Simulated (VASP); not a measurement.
Input of a VASP 6.6.1 run:

Contents of INCAR:

```
SYSTEM = PbS
PREC = Accurate
ENCUT = 520
EDIFF = 1E-6
ISMEAR = -1
SIGMA = 0.05
LREAL = .False.
LASPH = .True.
NELM = 100
ALGO = Normal
ISIF = 2
LWAVE = .False.
LCHARG = .False.
GGA = VW
NBANDS = 17
```

KPOINTS

```
Automatic mesh
0
Gamma
  8 8 8
  0 0 0
```

POSCAR

```
PbS
1.0
    0.0000000000      3.0047775019      3.0047775019
    3.0047775019      0.0000000000      3.0047775019
    3.0047775019      3.0047775019      0.0000000000
Pb S
1 1
Direct
    0.0000000000      0.0000000000      0.0000000000
    0.5000000000      0.5000000000      0.5000000000
```

Potentials or basis: VASP PAW PBE potentials, release 64 (Pb_d, S).

Launch:

```sh
$ cat potpaw_PBE.64/Pb_d/POTCAR potpaw_PBE.64/S/POTCAR > POTCAR
$ mpirun -np 1 vasp_std > vasp.out
```

**Question.** Predict the pressure.

**Answer.** -4.6 GPa.

**Question.** What does it give for the band gap on the k mesh?

**Answer.** 0.37 eV, direct.

Caveat: the PAW data sets were made with another functional, which shifts forces and pressure a little; spin-orbit coupling is left out, which moves the levels of the heavy elements. A k mesh can miss the band edges.
